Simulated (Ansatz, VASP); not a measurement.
Ge2W3 in VASP and in Ansatz

INCAR

```
SYSTEM = Ge2W3
PREC = Accurate ; ENCUT = 500
EDIFF = 1E-6 ; ISMEAR = 0
SIGMA = 0.1 ; LREAL = .False.
LASPH = .True. ; NELM = 120
ALGO = Normal ; ISIF = 2
LWAVE = .False. ; LCHARG = .False.
GGA = PE ; NBANDS = 43
GGA_COMPAT = .False.
```

Contents of KPOINTS:

```
regular mesh
0
Gamma
  6 6 4
  0 0 0
```

File POSCAR:

```
Ge2W3
1.0
    4.2869381900      0.0000000000      0.0000000000
   -2.1434691000      3.7125973800      0.0000000000
    0.0000000000      0.0000000000      5.3004298800
Ge W
2 3
Direct
    0.3333333300      0.6666666700      0.1664214400
    0.6666666700      0.3333333300      0.8335785600
    0.0000000000      0.0000000000      0.0000000000
    0.3333333300      0.6666666700      0.6439374700
    0.6666666700      0.3333333300      0.3560625300
```

Input for Ansatz:

```yaml
crystal:
  lattice:
    - [4.28693819, 0.0, 0.0]
    - [-2.1434691, 3.71259738, 0.0]
    - [0.0, 0.0, 5.30042988]
  atoms:
    - { symbol: Ge, position: [0.33333333, 0.66666667, 0.16642144] }
    - { symbol: Ge, position: [0.66666667, 0.33333333, 0.83357856] }
    - { symbol: W, position: [0.0, 0.0, 0.0] }
    - { symbol: W, position: [0.33333333, 0.66666667, 0.64393747] }
    - { symbol: W, position: [0.66666667, 0.33333333, 0.35606253] }
basis:
  ecutwfc: 420
kpoints:
  mp_grid: { grid: [6, 6, 4] }
hamiltonian:
  xc: pbe
scf:
  occupations: { method: gaussian, width: 0.1 }
  lower_state_search: "off"
output:
  forces: true
  stress: true
  eigenvalues: true
```

Change from the starting cell: species swapped into the Ga3Pt2 type (P-3m1, No. 164).

Alike in both runs: task single point; functional PBE; k mesh 6 × 6 × 4; occupations gaussian, width 0.1 eV; no spin polarisation.

```csv
,VASP,Ansatz
version,VASP 6.6.1,Ansatz 0.2.0
potentials or method,"VASP PAW PBE potentials, release 64 (Ge_d, W_sv), cutoff 500 eV","scalar-relativistic, plane waves, PAW"
valence electrons in the cell,70,70
```

```tsv
	VASP	Ansatz	Ansatz less VASP
gap on the k mesh at the Fermi level (eV)	none	none	-
pressure (GPa)	0.3	0.0	-0.31
traceless stress, the component that is largest in VASP (GPa)	3.52	3.51	-0.011
rms of the force components (eV/Å)	0.392	0.393	+0.0008
```

Atom by atom the forces differ by 0.001 eV/Å (rms over components). A gap of «none» marks a metal or a gap that the smearing closes.

Spin-orbit coupling is off throughout.
